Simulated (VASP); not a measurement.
Write the native input for VASP 6.6.1 that does the following.

```yaml
Task: single point
Functional: PBE
Potentials_or_basis: VASP PAW PBE potentials, release 64 (Ni)
Cutoff: 520 eV
k_mesh: 18 × 18 × 18
Occupations: fermi-dirac, width 0.05 eV
Spin: collinear spin, ferromagnetic start
Starting_moments: "[1.0] μB"
Dipole_correction: no
Further_INCAR_settings: ALGO = Normal; EDIFF = 1e-07; NBANDS = 15
```

The structure of Ni lies in POSCAR:

```
Ni
1.0
    0.0000000000      1.4836384494      1.4836384494
    1.4836384494      0.0000000000      1.4836384494
    1.4836384494      1.4836384494      0.0000000000
Ni
1
Direct
    0.0000000000      0.0000000000      0.0000000000
```

One way to write it, as run:

INCAR

```
PREC     = Accurate       # precision mode
ENCUT    = 520            # plane-wave cutoff, eV
EDIFF    = 1E-7           # SCF threshold, eV
ISMEAR   = -1             # smearing method
SIGMA    = 0.05           # smearing width, eV
LREAL    = False          # projectors in reciprocal space
LASPH    = True           # aspherical terms in the spheres
NELM     = 150            # most SCF steps
ALGO     = Normal         # electronic algorithm
ISIF     = 2              # what is computed and relaxed
LWAVE    = False          # write WAVECAR
LCHARG   = False          # write CHGCAR
ISPIN    = 2              # spin polarisation
MAGMOM   = 1              # initial moments
LORBIT   = 11             # projections on sites
LMAXMIX  = 4              # l up to which the mixer works
GGA      = PE             # functional
NBANDS   = 15             # bands
```

KPOINTS

```
Automatic mesh
0
Gamma
  18 18 18
```

Potentials or basis: VASP PAW PBE potentials, release 64 (Ni).

Run with:

```sh
$ cat potpaw_PBE.64/Ni/POTCAR > POTCAR
$ mpirun -np 1 vasp_std > vasp.out
```

Results of the run:

```json
{"Pressure": "343.9 GPa", "Net moment": "0.39 μB per cell", "Site moments": "Ni +0.37 μB"}
```

Caveat: the cell stands under pressure.

Run time: 35 s on 1 thread of Intel Xeon 8259CL (shared host), peak memory 0.15 GiB.
